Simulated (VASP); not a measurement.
# AlNi (Pm-3m) in VASP: a series of runs

Runs on AlNi. Level: LDA. Tasks: single point, relaxation of cell and atoms.

All numbers are computed with VASP 6.6.1; they aren't measurements. Logs are shortened: lines on timing, memory, paths and dates and some standing lists are left out, and cuts for length are marked.

### Step 1. The cell of the first run

Symmetry: Pm-3m, No. 221, cubic system. Conventional cell: a = 2.881 Å, b = 2.881 Å, c = 2.881 Å, α = 90.00°, β = 90.00°, γ = 90.00°. Within 3.3 Å of Al (site symmetry m-3m) lie 8 Ni at 2.50 Å and 6 Al at 2.88 Å. Within 3.3 Å of Ni (site symmetry m-3m) lie 8 Al at 2.50 Å and 6 Ni at 2.88 Å.

### Step 2. Single point, LDA

Input file INCAR:

```
SYSTEM = AlNi
PREC = Accurate ; ENCUT = 520
EDIFF = 1E-6 ; ISMEAR = 0
SIGMA = 0.1 ; LREAL = .False.
LASPH = .True. ; NELM = 100
ALGO = Normal ; ISIF = 2
LWAVE = .False. ; LCHARG = .False.
GGA = CA ; NBANDS = 14
```

Input file KPOINTS:

```
Automatic mesh
0
Gamma
  6 6 6
  0 0 0
```

Input file POSCAR:

```
AlNi
1.0
    2.8810000000      0.0000000000      0.0000000000
    0.0000000000      2.8810000000      0.0000000000
    0.0000000000      0.0000000000      2.8810000000
Al Ni
1 1
Direct
    0.0000000000      0.0000000000      0.0000000000
    0.5000000000      0.5000000000      0.5000000000
```

Potentials or basis: VASP PAW LDA potentials, release 64 (Al, Ni).

Run with:

```bash
> cat potpaw_LDA.64/Al/POTCAR potpaw_LDA.64/Ni/POTCAR > POTCAR
> mpirun -np 1 vasp_std > vasp.out
```

OUTCAR:

```text
SYSTEM = AlNi
   PREC = Accurate
   ENCUT = 520
   EDIFF = 1E-6
   ISMEAR = 0
   LREAL = .False.
   LASPH = .True.
   NELM = 100
   ISIF = 2
   GGA = CA

 ion  position               nearest neighbor table
   1  0.000  0.000  0.000-   2 2.50   2 2.50   2 2.50   2 2.50   2 2.50   2 2.50   2 2.50   2 2.50

   2  0.500  0.500  0.500-   1 2.50   1 2.50   1 2.50   1 2.50   1 2.50   1 2.50   1 2.50   1 2.50

  LATTYP: Found a simple cubic cell.
 ALAT       =     2.8810000000

  Lattice vectors:

 A1 = (   2.8810000000,   0.0000000000,   0.0000000000)
 A2 = (   0.0000000000,   2.8810000000,   0.0000000000)
 A3 = (   0.0000000000,   0.0000000000,   2.8810000000)

Analysis of symmetry for initial positions (statically):
=====================================================================
 Subroutine PRICEL returns:
 Original cell was already a primitive cell.

 Routine SETGRP: Setting up the symmetry group for a
 simple cubic supercell.

 Subroutine GETGRP returns: Found 48 space group operations
 (whereof 48 operations were pure point group operations)
 out of a pool of 48 trial point group operations.

The static configuration has the point symmetry O_h .

Analysis of symmetry for dynamics (positions and initial velocities):
=====================================================================
 Subroutine PRICEL returns:
 Original cell was already a primitive cell.

 Routine SETGRP: Setting up the symmetry group for a
 simple cubic supercell.

 Subroutine GETGRP returns: Found 48 space group operations
 (whereof 48 operations were pure point group operations)
 out of a pool of 48 trial point group operations.

The dynamic configuration has the point symmetry O_h .

 Subroutine INISYM returns: Found 48 space group operations
 (whereof 48 operations are pure point group operations),
 and found     1 'primitive' translations

----------------------------------------------------------------------------------------

                                     Primitive cell

  volume of cell :      23.9128

  direct lattice vectors                    reciprocal lattice vectors
     2.881000000  0.000000000  0.000000000     0.347101701  0.000000000  0.000000000
     0.000000000  2.881000000  0.000000000     0.000000000  0.347101701  0.000000000
     0.000000000  0.000000000  2.881000000     0.000000000  0.000000000  0.347101701

  length of vectors
     2.881000000  2.881000000  2.881000000     0.347101701  0.347101701  0.347101701

  position of ions in fractional coordinates (direct lattice)
     0.000000000  0.000000000  0.000000000
     0.500000000  0.500000000  0.500000000

  ion indices of the primitive-cell ions
   primitive index   ion index
                 1           1
                 2           2

----------------------------------------------------------------------------------------

 KPOINTS: Automatic mesh

Automatic generation of k-mesh.
 Grid dimensions read from file:
 generate k-points for:    6    6    6

 Generating k-lattice:

  Cartesian coordinates                     Fractional coordinates (reciprocal lattice)
     0.057850283  0.000000000  0.000000000     0.166666667  0.000000000  0.000000000
     0.000000000  0.057850283  0.000000000     0.000000000  0.166666667  0.000000000
     0.000000000  0.000000000  0.057850283     0.000000000  0.000000000  0.166666667

  Length of vectors
     0.057850283  0.057850283  0.057850283

  Shift w.r.t. Gamma in fractional coordinates (k-lattice)
     0.000000000  0.000000000  0.000000000

 Subroutine IBZKPT returns following result:
 ===========================================

 Found     20 irreducible k-points:

 Following reciprocal coordinates:
            Coordinates               Weight
  0.000000  0.000000  0.000000      1.000000
  0.166667  0.000000  0.000000      6.000000
  0.333333  0.000000  0.000000      6.000000
  0.500000  0.000000  0.000000      3.000000
  0.166667  0.166667  0.000000     12.000000
  0.333333  0.166667  0.000000     24.000000
[... 12 lines left out ...]
  0.500000  0.500000  0.333333      6.000000
  0.500000  0.500000  0.500000      1.000000
   k-points           NKPTS =     20   k-points in BZ     NKDIM =     20   number of bands    NBANDS=     14
   number of dos      NEDOS =    301   number of ions     NIONS =      2
   total plane-waves  NPLWV =  13824
   dimension x,y,z NGX =    24 NGY =   24 NGZ =   24
   dimension x,y,z NGXF=    48 NGYF=   48 NGZF=   48
   ions per type =               1   1
   NGX,Y,Z   is equivalent  to a cutoff of  13.85, 13.85, 13.85 a.u.
   NGXF,Y,Z  is equivalent  to a cutoff of  27.70, 27.70, 27.70 a.u.
 SYSTEM =  AlNi
   PREC   = accura    normal or accurate (medium, high low for compatibility)
   ISTART =      0    job   : 0-new  1-cont  2-samecut
   ICHARG =      2    charge: 1-file 2-atom 10-const
   ISPIN  =      1    spin polarized calculation?
   LNONCOLLINEAR =      F non collinear calculations
   LSORBIT =      F    spin-orbit coupling
   LASPH  =      T    aspherical Exc in radial PAW
   ENCUT  =  520.0 eV  38.22 Ry    6.18 a.u.   5.36  5.36  5.36*2*pi/ulx,y,z
   NELM   =    100;   NELMIN=  2; NELMDL= -5     # of ELM steps
   EDIFF  = 0.1E-05   stopping-criterion for ELM
   LREAL  =      F    real-space projection
   EDIFFG = 0.1E-04   stopping-criterion for IOM
   NSW    =      0    number of steps for IOM
   IBRION =     -1    ionic relax: 0-MD 1-quasi-New 2-CG
   NFREE  =      0    steps in history (QN), initial steepest desc. (CG)
   ISIF   =      2    stress and relaxation
   ISYM   =      2    0-nonsym 1-usesym 2-fastsym
   POTIM  = 0.5000    time-step for ionic-motion
   TEBEG  =    0.0;   TEEND  =   0.0 temperature during run
   PSTRESS=    0.0 pullay stress
   NELECT =      13.0000    total number of electrons
   NUPDOWN=      -1.0000    fix difference up-down
   EMIN   =  10.00;   EMAX   =-10.00  energy-range for DOS
   EFERMI =   0.00;   METHOD = LEGACY
   ISMEAR =     0;   SIGMA  =   0.10  broadening in eV -4-tet -1-fermi 0-gaus
   EFERMI_NEDOS =   21; number of points for ismear=-14 and -15
   IALGO  =     38    algorithm
   IMIX   =      4    mixing-type and parameters
     AMIX     =   0.40;   BMIX     =  1.00
     AMIX_MAG =   1.60;   BMIX_MAG =  1.00
  volume/ion in A,a.u.               =      11.96        80.69
  Fermi-wavevector in a.u.,A,eV,Ry     =   1.336122  2.524904 24.289410  1.785221
  Thomas-Fermi vector in A             =   2.464773
   LORBIT       =      0    0 simple, 1 ext, 2 COOP (PROOUT), +10 PAW based schemes
   GGA     = CA    functional components
   LHFCALC =     F    Hartree Fock is set to
   AEXX    =    0.0000 exact exchange contribution
   IVDW    =     0    specifies the selected vdW correction
   LEPSILON=     F    determine dielectric tensor
   LRPA    =     F    only Hartree local field effects (RPA)
 non-spin polarized calculation
 Gauss-broadening in eV      SIGMA  =   0.10
  energy-cutoff  :      520.00
  volume of cell :       23.91
 maximum number of plane-waves:       659
 NGX is ok and might be reduce to    24
   NGX = 11   NGY = 11   NGZ = 11

 number of electron      13.0000015 magnetization

 Free energy of the ion-electron system (eV)
  ---------------------------------------------------
  ext. energy  EPLUGINS =         0.00000000
  ---------------------------------------------------
  free energy    TOTEN  =       -12.13954621 eV

  energy without entropy =      -12.13214495  energy(sigma->0) =      -12.13584558

 E-fermi :   9.7844     XC(G=0): -12.3013

 val. band max:        9.7690181388   @ k =   0.3333   0.1667   0.0000
 cond. band min:      10.0744513383   @ k =   0.3333   0.1667   0.1667
 fundamental gap:      0.3054331996
 Fermi energy:         9.7844373173

 k-point     1 :       0.0000    0.0000    0.0000
  band No.  band energies     occupation
      1      -1.3324      2.00000
      2       6.4867      2.00000
      3       6.4867      2.00000
      4       8.1629      2.00000
      5       8.1629      2.00000
      6       8.1629      2.00000
      7      15.2196      0.00000
      8      15.2196      0.00000
      9      15.2196      0.00000
     10      17.9706      0.00000
     11      17.9706      0.00000
     12      23.3048      0.00000
     13      30.5586      0.00000
     14      30.5586      0.00000

 k-point     2 :       0.1667    0.0000    0.0000
  band No.  band energies     occupation
      1      -0.8241      2.00000
      2       6.4085      2.00000
      3       6.5974      2.00000
      4       7.9651      2.00000
      5       7.9651      2.00000
      6       8.1850      2.00000
      7      12.1526      0.00000
      8      15.8712      0.00000
      9      15.8712      0.00000
     10      18.0012      0.00000
     11      20.3991      0.00000
     12      25.2304      0.00000
     13      27.2033      0.00000
     14      27.2033      0.00000

 k-point     3 :       0.3333    0.0000    0.0000
  band No.  band energies     occupation
      1       0.6577      2.00000
      2       5.3894      2.00000
      3       6.8295      2.00000
      4       7.6170      2.00000
      5       7.6170      2.00000
      6       8.2295      2.00000
      7       9.5706      1.99751
      8      17.5961      0.00000
      9      17.5961      0.00000
     10      18.0773      0.00000
     11      22.2652      0.00000
     12      23.3861      0.00000
     13      23.3861      0.00000
     14      26.4628      0.00000
[... 256 lines left out ...]
 k-point    19 :       0.5000    0.5000    0.3333
  band No.  band energies     occupation
      1       5.2935      2.00000
      2       5.8138      2.00000
      3       5.8138      2.00000
      4       7.9930      2.00000
      5       8.7111      2.00000
      6      10.3170      0.00000
      7      10.3170      0.00000
      8      11.5036      0.00000
      9      12.6808      0.00000
     10      16.0080      0.00000
     11      16.4088      0.00000
     12      16.4088      0.00000
     13      19.2854      0.00000
     14      33.8135      0.00000

 k-point    20 :       0.5000    0.5000    0.5000
  band No.  band energies     occupation
      1       5.6402      2.00000
      2       5.6402      2.00000
      3       5.6402      2.00000
      4       8.7185      2.00000
      5       8.7185      2.00000
      6      11.7822      0.00000
      7      11.7822      0.00000
      8      11.7822      0.00000
      9      13.3524      0.00000
     10      14.2332      0.00000
     11      14.2332      0.00000
     12      14.2332      0.00000
     13      17.3210      0.00000
     14      36.8229      0.00000

------------------------ aborting loop because EDIFF is reached ----------------------------------------

  FORCE on cell =-STRESS in cart. coord.  units (eV):
  Direction    XX          YY          ZZ          XY          YZ          ZX
  --------------------------------------------------------------------------------------
  -------------------------------------------------------------------------------------
  Total       -1.1684862     -1.1684862     -1.1684862      0.0000000      0.0000000     -0.0000000
  in kB      -78.2896563    -78.2896563    -78.2896563      0.0000000      0.0000000     -0.0000000
  external PRESSURE =     -78.2896563 kB  Pullay stress =       0.0000000 kB

 VOLUME and BASIS-vectors are now :
 -----------------------------------------------------------------------------
  energy-cutoff  :      520.00
  volume of cell :       23.91
      direct lattice vectors                 reciprocal lattice vectors
     2.881000000  0.000000000  0.000000000     0.347101701  0.000000000  0.000000000
     0.000000000  2.881000000  0.000000000     0.000000000  0.347101701  0.000000000
     0.000000000  0.000000000  2.881000000     0.000000000  0.000000000  0.347101701

 POSITION                                       TOTAL-FORCE (eV/Angst)
 -----------------------------------------------------------------------------------
      0.00000      0.00000      0.00000         0.000000      0.000000      0.000000
      1.44050      1.44050      1.44050         0.000000      0.000000      0.000000
 -----------------------------------------------------------------------------------
    total drift:                                0.000000      0.000000     -0.000000

  FREE ENERGIE OF THE ION-ELECTRON SYSTEM (eV)
  ---------------------------------------------------
  free  energy   TOTEN  =       -12.1395462066 eV

  energy  without entropy=      -12.1321449506  energy(sigma->0) =      -12.13584558
```

Run time: 2.5 s. Hardware: 1 thread of Intel Xeon 6975P-C (Granite Rapids), shared host; peak memory 0.13 GiB.

Results:

```yaml
Free_energy: -12.1395 eV
Pressure: -7.8 GPa
```

Caveat: the k points lie up to 0.36 Å⁻¹ apart. Spin polarisation is off, so any magnetic state and its effect on volume and gap are missing.

### Step 3. Single point, LDA

This run uses another cell than the first one, of 11.36 Å³/atom, 0.950 times its volume.

Input file INCAR:

```
PREC = Accurate
ENCUT = 520
EDIFF = 1E-6
ISMEAR = 0
SIGMA = 0.1
LREAL = F
LASPH = T
NELM = 80
ALGO = Fast
ISIF = 2
LWAVE = F
LCHARG = T
GGA = CA
LELF = T
LVHAR = T
NBANDS = 14
```

Input file KPOINTS:

```
regular mesh
0
Gamma
  8 8 8
```

Input file POSCAR:

```
AlNi
1.0
    2.8318957038      0.0000000000      0.0000000000
    0.0000000000      2.8318957038      0.0000000000
    0.0000000000      0.0000000000      2.8318957038
Al Ni
1 1
Direct
    0.0000000000      0.0000000000      0.0000000000
    0.5000000000      0.5000000000      0.5000000000
```

Potentials or basis: VASP PAW LDA potentials, release 64 (Al, Ni).

Run with:

```bash
> cat potpaw_LDA.64/Al/POTCAR potpaw_LDA.64/Ni/POTCAR > POTCAR
> mpirun -np 1 vasp_std > vasp.out
```

OUTCAR:

```text
PREC = Accurate
   ENCUT = 520
   EDIFF = 1E-6
   ISMEAR = 0
   LREAL = F
   LASPH = T
   NELM = 80
   ISIF = 2
   GGA = CA

 ion  position               nearest neighbor table
   1  0.000  0.000  0.000-   2 2.45   2 2.45   2 2.45   2 2.45   2 2.45   2 2.45   2 2.45   2 2.45

   2  0.500  0.500  0.500-   1 2.45   1 2.45   1 2.45   1 2.45   1 2.45   1 2.45   1 2.45   1 2.45

  LATTYP: Found a simple cubic cell.
 ALAT       =     2.8318957038

  Lattice vectors:

 A1 = (   2.8318957038,   0.0000000000,   0.0000000000)
 A2 = (   0.0000000000,   2.8318957038,   0.0000000000)
 A3 = (   0.0000000000,   0.0000000000,   2.8318957038)

Analysis of symmetry for initial positions (statically):
=====================================================================
 Subroutine PRICEL returns:
 Original cell was already a primitive cell.

 Routine SETGRP: Setting up the symmetry group for a
 simple cubic supercell.

 Subroutine GETGRP returns: Found 48 space group operations
 (whereof 48 operations were pure point group operations)
 out of a pool of 48 trial point group operations.

[... 176 lines left out ...]
      4       8.7703      2.00000
      5       8.7703      2.00000
      6       8.7703      2.00000
      7      16.1391      0.00000
      8      16.1391      0.00000
      9      16.1391      0.00000
     10      18.8380      0.00000
     11      18.8380      0.00000
     12      24.9550      0.00000
     13      31.8572      0.00000
     14      31.8572      0.00000
[... 377 lines left out ...]
      1       4.7492      2.00000
      2       5.9823      2.00000
      3       7.1441      2.00000
      4       7.6510      2.00000
      5       8.4713      2.00000
      6       8.7638      2.00000
      7       9.6456      2.00000
      8      13.1617      0.00000
      9      13.9375      0.00000
     10      20.2646      0.00000
     11      21.4079      0.00000
     12      23.7516      0.00000
     13      27.2128      0.00000
     14      27.9788      0.00000

 [... further k-points ...]

------------------------ aborting loop because EDIFF is reached ----------------------------------------

  FORCE on cell =-STRESS in cart. coord.  units (eV):
  Direction    XX          YY          ZZ          XY          YZ          ZX
  --------------------------------------------------------------------------------------
  -------------------------------------------------------------------------------------
  Total        0.1237605      0.1237605      0.1237605      0.0000000      0.0000000     -0.0000000
  in kB        8.7309407      8.7309407      8.7309407      0.0000000      0.0000000     -0.0000000
  external PRESSURE =       8.7309407 kB  Pullay stress =       0.0000000 kB

 VOLUME and BASIS-vectors are now :
 -----------------------------------------------------------------------------
  energy-cutoff  :      520.00
  volume of cell :       22.71
      direct lattice vectors                 reciprocal lattice vectors
     2.831895704  0.000000000  0.000000000     0.353120349  0.000000000  0.000000000
     0.000000000  2.831895704  0.000000000     0.000000000  0.353120349  0.000000000
     0.000000000  0.000000000  2.831895704     0.000000000  0.000000000  0.353120349

 POSITION                                       TOTAL-FORCE (eV/Angst)
 -----------------------------------------------------------------------------------
      0.00000      0.00000      0.00000         0.000000      0.000000      0.000000
      1.41595      1.41595      1.41595         0.000000      0.000000      0.000000
 -----------------------------------------------------------------------------------
    total drift:                                0.000000      0.000000     -0.000000

  FREE ENERGIE OF THE ION-ELECTRON SYSTEM (eV)
  ---------------------------------------------------
  free  energy   TOTEN  =       -12.1925938105 eV

  energy  without entropy=      -12.1869189889  energy(sigma->0) =      -12.18975640
```

OSZICAR:

```text
N       E                     dE             d eps       ncg     rms          rms(c)
DAV:   1     0.394727136789E+02    0.39473E+02   -0.55329E+03   988   0.101E+03
DAV:   2    -0.118607147820E+02   -0.51333E+02   -0.46543E+02  1016   0.180E+02
DAV:   3    -0.136191891179E+02   -0.17585E+01   -0.17442E+01  1244   0.367E+01
DAV:   4    -0.136406090794E+02   -0.21420E-01   -0.21415E-01  1142   0.375E+00
DAV:   5    -0.136411539929E+02   -0.54491E-03   -0.54491E-03  1268   0.652E-01    0.122E+01
RMM:   6    -0.152537016057E+02   -0.16125E+01   -0.12991E+01  1179   0.456E+01    0.158E+01
RMM:   7    -0.122119693807E+02    0.30417E+01   -0.36443E+00  1097   0.238E+01    0.136E+00
RMM:   8    -0.122029609104E+02    0.90085E-02   -0.66930E-02  1050   0.256E+00    0.660E-01
RMM:   9    -0.121955184079E+02    0.74425E-02   -0.24591E-02  1123   0.103E+00    0.490E-01
RMM:  10    -0.121925716310E+02    0.29468E-02   -0.67741E-03  1204   0.103E+00    0.145E-01
RMM:  11    -0.121926618077E+02   -0.90177E-04   -0.79566E-04  1277   0.317E-01    0.942E-02
RMM:  12    -0.121925832705E+02    0.78537E-04   -0.30391E-04  1302   0.185E-01    0.258E-02
RMM:  13    -0.121925924086E+02   -0.91380E-05   -0.11299E-04  1297   0.701E-02    0.536E-03
RMM:  14    -0.121925935900E+02   -0.11815E-05   -0.12362E-05  1241   0.264E-02    0.475E-03
RMM:  15    -0.121925938105E+02   -0.22052E-06   -0.13640E-06   734   0.873E-03
   1 F= -.12192594E+02 E0= -.12189756E+02  d E =-.567482E-02
```

stdout:

```text
POSCAR found type information on POSCAR AlNi
 POSCAR found :  2 types and       2 ions
 scaLAPACK will be used
 LDA part: xc-table for (Slater(with rela. corr.)+CA(PZ))
 , standard interpolation
 POSCAR, INCAR and KPOINTS ok, starting setup
 FFT: planning ... GRIDC
 FFT: planning ... GRID_SOFT
 FFT: planning ... GRID
 WAVECAR not read
 entering main loop
```

Wall time 4.6 s (1 thread of Intel Xeon 6975P-C (Granite Rapids), shared host); peak memory 0.12 GiB.

What came out:

```yaml
Free_energy: -12.1926 eV
Pressure: 0.9 GPa
```

Spin polarisation is off, so any magnetic state and its effect on volume and gap are missing.

(Part 1 of 2 ends here.)
